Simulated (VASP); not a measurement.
# Te (R-3m) in VASP: single point with PBE

Aim: the single point of Te with PBE.

All numbers are computed with VASP 6.6.1; they aren't measurements. Logs are shortened: lines on timing, memory, paths and dates and some standing lists are left out, and cuts for length are marked.

## Step 1: The cell of the first run

The typed cell holds 3 atoms: a = 2.975 Å, b = 2.975 Å, c = 7.293 Å, α = 90.00°, β = 90.00°, γ = 120.00°.

This isn't the form of Te at room conditions, which is trigonal, of chains.

## Step 2: Single point, PBE

INCAR

```
SYSTEM = Te
  ALGO = Fast
  EDIFF = 1E-7
  ENCUT = 520
  GGA = PE
  ISIF = 2
  ISMEAR = 0
  LASPH = .True.
  LCHARG = .False.
  LREAL = .False.
  LWAVE = .False.
  NBANDS = 16
  NELM = 60
  PREC = Accurate
  SIGMA = 0.1
```

KPOINTS

```
k-points
0
Gamma
  18 18 6
  0 0 0
```

POSCAR

```
Te
1.0
    2.9746384915      0.0000000000      0.0000000000
   -1.4873192458      2.5761125007      0.0000000000
    0.0000000000      0.0000000000      7.2934287392
Te
3
Direct
    0.6666666667      0.0000000000      0.3333333333
    0.0000000000      0.6666666667      0.6666666667
    0.3333333333      0.3333333333      0.0000000000
```

Potentials or basis: VASP PAW PBE potentials, release 64 (Te).

Command:

```console
$ cat potpaw_PBE.64/Te/POTCAR > POTCAR
$ mpirun -np 1 vasp_std > vasp.out
```

OUTCAR:

```text
SYSTEM = Te
   EDIFF = 1E-7
   ENCUT = 520
   GGA = PE
   ISIF = 2
   ISMEAR = 0
   LASPH = .True.
   LREAL = .False.
   NELM = 60
   PREC = Accurate

 ion  position               nearest neighbor table
   1  0.667  0.000  0.333-   3 2.98   3 2.98   3 2.98   2 2.98   2 2.98   2 2.98
   2  0.000  0.667  0.667-   3 2.98   3 2.98   3 2.98   1 2.98   1 2.98   1 2.98
   3  0.333  0.333  0.000-   1 2.98   2 2.98   2 2.98   1 2.98   1 2.98   2 2.98

  LATTYP: Found a hexagonal cell.
 ALAT       =     2.9746384915
 C/A-ratio  =     2.4518706256

  Lattice vectors:

 A1 = (   2.9746384915,   0.0000000000,   0.0000000000)
 A2 = (  -1.4873192458,   2.5761125007,   0.0000000000)
 A3 = (   0.0000000000,   0.0000000000,   7.2934287392)

Analysis of symmetry for initial positions (statically):
=====================================================================
 Subroutine PRICEL returns following result:

  LATTYP: Found a trigonal (rhomboedric) cell.
 ALAT       =     2.9765663520
 COS(alpha) =     0.5006474696

  Lattice vectors:

 A1 = (   1.4873192458,  -0.8587041671,   2.4311429128)
 A2 = (  -0.0000000000,   1.7174083336,   2.4311429128)
 A3 = (  -1.4873192457,  -0.8587041666,   2.4311429136)

   3 primitive cells build up your supercell.

 Routine SETGRP: Setting up the symmetry group for a
 hexagonal supercell.

 Subroutine GETGRP returns: Found 12 space group operations
 (whereof  2 operations were pure point group operations)
 out of a pool of 24 trial point group operations.

The static configuration has the point symmetry C_2 .
 The point group associated with its full space group is D_3d.

Analysis of symmetry for dynamics (positions and initial velocities):
=====================================================================
 Subroutine PRICEL returns following result:

  LATTYP: Found a trigonal (rhomboedric) cell.
 ALAT       =     2.9765663520
 COS(alpha) =     0.5006474696

  Lattice vectors:

 A1 = (   1.4873192458,  -0.8587041671,   2.4311429128)
 A2 = (  -0.0000000000,   1.7174083336,   2.4311429128)
 A3 = (  -1.4873192457,  -0.8587041666,   2.4311429136)

   3 primitive cells build up your supercell.

 Routine SETGRP: Setting up the symmetry group for a
 hexagonal supercell.

 Subroutine GETGRP returns: Found 12 space group operations
 (whereof  2 operations were pure point group operations)
 out of a pool of 24 trial point group operations.

The dynamic configuration has the point symmetry C_2 .
 The point group associated with its full space group is D_3d.

 Subroutine INISYM returns: Found 12 space group operations
 (whereof  2 operations are pure point group operations),
 and found     3 'primitive' translations

----------------------------------------------------------------------------------------

                                     Primitive cell

  volume of cell :      18.6299

  direct lattice vectors                    reciprocal lattice vectors
     1.487319246 -0.858704167  2.431142913     0.336175304 -0.194090902  0.137109724
    -0.000000000  1.717408334  2.431142913     0.000000000  0.388181805  0.137109724
    -1.487319246 -0.858704167  2.431142914    -0.336175304 -0.194090902  0.137109724

  length of vectors
     2.976566352  2.976566352  2.976566352     0.411684576  0.411684576  0.411684576

  position of ions in fractional coordinates (direct lattice)
     0.000000000  0.333333333  0.666666667

  ion indices of the primitive-cell ions
   primitive index   ion index
                 1           1

----------------------------------------------------------------------------------------

 KPOINTS: k-points

Automatic generation of k-mesh.
 Grid dimensions read from file:
 generate k-points for:   18   18    6

 Generating k-lattice:

  Cartesian coordinates                     Fractional coordinates (reciprocal lattice)
     0.018676406  0.010782828  0.000000000     0.055555556  0.000000000  0.000000000
     0.000000000  0.021565656  0.000000000     0.000000000  0.055555556  0.000000000
     0.000000000  0.000000000  0.022851621     0.000000000  0.000000000  0.166666667

  Length of vectors
     0.021565656  0.021565656  0.022851621

  Shift w.r.t. Gamma in fractional coordinates (k-lattice)
     0.000000000  0.000000000  0.000000000

 Subroutine IBZKPT returns following result:
 ===========================================

 Found    202 irreducible k-points:

 Following reciprocal coordinates:
            Coordinates               Weight
  0.000000  0.000000  0.000000      1.000000
  0.055556 -0.000000  0.000000      6.000000
  0.111111 -0.000000  0.000000      6.000000
  0.166667 -0.000000  0.000000      6.000000
  0.222222 -0.000000  0.000000      6.000000
  0.277778  0.000000  0.000000      6.000000
[... 16 lines left out ...]
  0.333333  0.111111  0.000000     12.000000
  0.388889  0.111111  0.000000     12.000000
 [... further k-points ...]
   k-points           NKPTS =    202   k-points in BZ     NKDIM =    202   number of bands    NBANDS=     16
   number of dos      NEDOS =    301   number of ions     NIONS =      3
   total plane-waves  NPLWV =  31104
   dimension x,y,z NGX =    24 NGY =   24 NGZ =   54
   dimension x,y,z NGXF=    48 NGYF=   48 NGZF=  108
   ions per type =               3
   NGX,Y,Z   is equivalent  to a cutoff of  13.41, 13.41, 12.31 a.u.
   NGXF,Y,Z  is equivalent  to a cutoff of  26.83, 26.83, 24.62 a.u.
 SYSTEM =  Te
   PREC   = accura    normal or accurate (medium, high low for compatibility)
   ISTART =      0    job   : 0-new  1-cont  2-samecut
   ICHARG =      2    charge: 1-file 2-atom 10-const
   ISPIN  =      1    spin polarized calculation?
   LNONCOLLINEAR =      F non collinear calculations
   LSORBIT =      F    spin-orbit coupling
   LASPH  =      T    aspherical Exc in radial PAW
   ENCUT  =  520.0 eV  38.22 Ry    6.18 a.u.   5.53  5.53 13.56*2*pi/ulx,y,z
   NELM   =     60;   NELMIN=  2; NELMDL= -5     # of ELM steps
   EDIFF  = 0.1E-06   stopping-criterion for ELM
   LREAL  =      F    real-space projection
   EDIFFG = 0.1E-05   stopping-criterion for IOM
   NSW    =      0    number of steps for IOM
   IBRION =     -1    ionic relax: 0-MD 1-quasi-New 2-CG
   NFREE  =      0    steps in history (QN), initial steepest desc. (CG)
   ISIF   =      2    stress and relaxation
   ISYM   =      2    0-nonsym 1-usesym 2-fastsym
   POTIM  = 0.5000    time-step for ionic-motion
   TEBEG  =    0.0;   TEEND  =   0.0 temperature during run
   PSTRESS=    0.0 pullay stress
   NELECT =      18.0000    total number of electrons
   NUPDOWN=      -1.0000    fix difference up-down
   EMIN   =  10.00;   EMAX   =-10.00  energy-range for DOS
   EFERMI =   0.00;   METHOD = LEGACY
   ISMEAR =     0;   SIGMA  =   0.10  broadening in eV -4-tet -1-fermi 0-gaus
   EFERMI_NEDOS =   21; number of points for ismear=-14 and -15
   IALGO  =     68    algorithm
   IMIX   =      4    mixing-type and parameters
     AMIX     =   0.40;   BMIX     =  1.00
     AMIX_MAG =   1.60;   BMIX_MAG =  1.00
  volume/ion in A,a.u.               =      18.63       125.72
  Fermi-wavevector in a.u.,A,eV,Ry     =   1.122162  2.120578 17.133092  1.259247
  Thomas-Fermi vector in A             =   2.258820
   LORBIT       =      0    0 simple, 1 ext, 2 COOP (PROOUT), +10 PAW based schemes
   GGA     = PE    functional components
   LHFCALC =     F    Hartree Fock is set to
   AEXX    =    0.0000 exact exchange contribution
   IVDW    =     0    specifies the selected vdW correction
   LEPSILON=     F    determine dielectric tensor
   LRPA    =     F    only Hartree local field effects (RPA)
 non-spin polarized calculation
 RMM-DIIS sequential band-by-band and
 Gauss-broadening in eV      SIGMA  =   0.10
  energy-cutoff  :      520.00
  volume of cell :       55.89
 maximum number of plane-waves:      1539
 NGX is ok and might be reduce to    24
   NGX = 11   NGY = 11   NGZ = 27

 number of electron      17.9999999 magnetization

 Free energy of the ion-electron system (eV)
  ---------------------------------------------------
  ext. energy  EPLUGINS =         0.00000000
  ---------------------------------------------------
  free energy    TOTEN  =        -4.56063169 eV

  energy without entropy =       -4.55041927  energy(sigma->0) =       -4.55552548

 E-fermi :  14.8102     XC(G=0): -12.0740

 val. band max:       14.8055743119   @ k =   0.2778   0.0556   0.5000
 cond. band min:      14.8109628009   @ k =   0.2222   0.0556   0.3333
 fundamental gap:      0.0053884890
 Fermi energy:        14.8101543328

 k-point     1 :       0.0000    0.0000    0.0000
  band No.  band energies     occupation
      1      -3.2725      2.00000
      2      -0.3632      2.00000
      3      -0.3632      2.00000
      4       9.1792      2.00000
      5       9.1792      2.00000
      6      18.6375      0.00000
[... 8 lines left out ...]
     15      24.4083      0.00000
     16      24.8849      0.00000

 k-point     2 :       0.0556   -0.0000    0.0000
  band No.  band energies     occupation
      1      -3.1997      2.00000
      2      -0.2915      2.00000
      3      -0.2913      2.00000
      4       9.2443      2.00000
      5       9.2457      2.00000
      6      17.4097      0.00000
[... 8 lines left out ...]
     15      23.7737      0.00000
     16      24.5356      0.00000

 k-point     3 :       0.1111   -0.0000    0.0000
  band No.  band energies     occupation
      1      -2.9810      2.00000
      2      -0.0772      2.00000
      3      -0.0752      2.00000
      4       9.4331      2.00000
      5       9.4455      2.00000
      6      15.5557      0.00000
[... 8 lines left out ...]
     15      23.3609      0.00000
     16      24.9835      0.00000

 k-point     4 :       0.1667   -0.0000    0.0000
  band No.  band energies     occupation
      1      -2.6169      2.00000
      2       0.2775      2.00000
      3       0.2851      2.00000
      4       9.7268      2.00000
      5       9.7736      2.00000
      6      13.5744      2.00000
[... 8 lines left out ...]
     15      23.2439      0.00000
     16      25.4018      0.00000

 k-point     5 :       0.2222   -0.0000    0.0000
  band No.  band energies     occupation
      1      -2.1082      2.00000
      2       0.7673      2.00000
      3       0.7888      2.00000
      4      10.0705      2.00000
      5      10.1852      2.00000
      6      11.6755      2.00000
[... 8 lines left out ...]
     15      23.1460      0.00000
     16      23.8661      0.00000

 k-point     6 :       0.2778    0.0000    0.0000
  band No.  band energies     occupation
      1      -1.4569      2.00000
      2       1.3803      2.00000
      3       1.4340      2.00000
      4       9.5951      2.00000
      5      10.2484      2.00000
      6      11.0148      2.00000
[... 8 lines left out ...]
     15      22.2886      0.00000
     16      22.5933      0.00000
[... 267 lines left out ...]
 k-point    21 :       0.2222    0.1111    0.0000
  band No.  band energies     occupation
      1      -1.2406      2.00000
      2       1.5964      2.00000
      3       1.6340      2.00000
      4       9.7060      2.00000
      5      10.3303      2.00000
      6      11.1670      2.00000
[... 8 lines left out ...]
     15      23.0753      0.00000
     16      23.8837      0.00000

 k-point    22 :       0.2778    0.1111    0.0000
  band No.  band energies     occupation
      1      -0.4535      2.00000
      2       2.2954      2.00000
      3       2.4060      2.00000
      4       8.1391      2.00000
      5       9.6378      2.00000
      6      10.9381      2.00000
[... 8 lines left out ...]
     15      22.6954      0.00000
     16      23.1487      0.00000

 k-point    23 :       0.3333    0.1111    0.0000
  band No.  band energies     occupation
      1       0.4596      2.00000
      2       2.9603      2.00000
      3       3.2942      2.00000
      4       6.7954      2.00000
      5       8.4618      2.00000
      6       9.3228      2.00000
[... 8 lines left out ...]
     15      22.3886      0.00000
     16      22.6277      0.00000

 k-point    24 :       0.3889    0.1111    0.0000
  band No.  band energies     occupation
      1       1.4696      2.00000
      2       3.1558      2.00000
      3       4.2364      2.00000
      4       6.1854      2.00000
      5       7.2613      2.00000
      6       7.8839      2.00000
[... 8 lines left out ...]
     15      22.2110      0.00000
     16      22.3144      0.00000

 [... further k-points ...]
[... 5 lines left out ...]
  --------------------------------------------------------------------------------------
  -------------------------------------------------------------------------------------
  Total       20.9318599     20.9318599     20.9495610     -0.0000000      0.0000000      0.0000000
  in kB      600.0502752    600.0502752    600.5577084     -0.0000000      0.0000000      0.0000000
  external PRESSURE =     600.2194196 kB  Pullay stress =       0.0000000 kB

 VOLUME and BASIS-vectors are now :
 -----------------------------------------------------------------------------
  energy-cutoff  :      520.00
  volume of cell :       55.89
      direct lattice vectors                 reciprocal lattice vectors
     2.974638491  0.000000000  0.000000000     0.336175304  0.194090902  0.000000000
    -1.487319246  2.576112501  0.000000000     0.000000000  0.388181805  0.000000000
     0.000000000  0.000000000  7.293428739     0.000000000  0.000000000  0.137109724

 POSITION                                       TOTAL-FORCE (eV/Angst)
 -----------------------------------------------------------------------------------
      1.98309      0.00000      2.43114        -0.000000     -0.000000     -0.000000
     -0.99155      1.71741      4.86229        -0.000000      0.000000      0.000000
      0.49577      0.85870      0.00000         0.000000      0.000000     -0.000000
 -----------------------------------------------------------------------------------
    total drift:                               -0.000000      0.000000     -0.000000

  FREE ENERGIE OF THE ION-ELECTRON SYSTEM (eV)
  ---------------------------------------------------
  free  energy   TOTEN  =        -4.5606316908 eV

  energy  without entropy=       -4.5504192677  energy(sigma->0) =       -4.55552548
```

Wall time 2.8 min (1 thread of Oxide Virtual Turin-like, shared host); peak memory 0.25 GiB.

Results:

```
Free energy            : -4.5606 eV
Pressure               : 60.0 GPa
Band gap on the k mesh : zero (bands 9 and 10 overlap by 7.93 eV)
```

Caveat: the cell stands under pressure; spin-orbit coupling is left out, which moves the levels of the heavy elements.
